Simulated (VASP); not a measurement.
Input of a VASP 6.6.1 run:

The input INCAR:

```
  PREC = Accurate
  ENCUT = 520
  EDIFF = 1E-6
  ISMEAR = 0
  SIGMA = 0.1
  LREAL = F
  LASPH = T
  NELM = 80
  ALGO = Normal
  ISIF = 2
  LWAVE = F
  LCHARG = F
  GGA = PS
  NBANDS = 10
```

The input KPOINTS:

```
Automatic mesh
0
Gamma
  10 10 10
```

The input POSCAR:

```
K
1.0
    4.2550503426      0.0000000000      0.0000000000
    0.0000000000      4.2550503426      0.0000000000
    0.0000000000      0.0000000000      4.2550503426
K
1
Direct
    0.0000000000      0.0000000000      0.0000000000
```

Potentials or basis: VASP PAW PBE potentials, release 64 (K_sv).

Command:

```sh
$ cat potpaw_PBE.64/K_sv/POTCAR > POTCAR
$ mpirun -np 1 vasp_std > vasp.out
```

(1) Estimate the pressure.

Answers

(1) -0.1 GPa.

Caveat: the cell differs from its parent crystal (strained); the PAW data sets were made with another functional, which shifts forces and pressure a little.
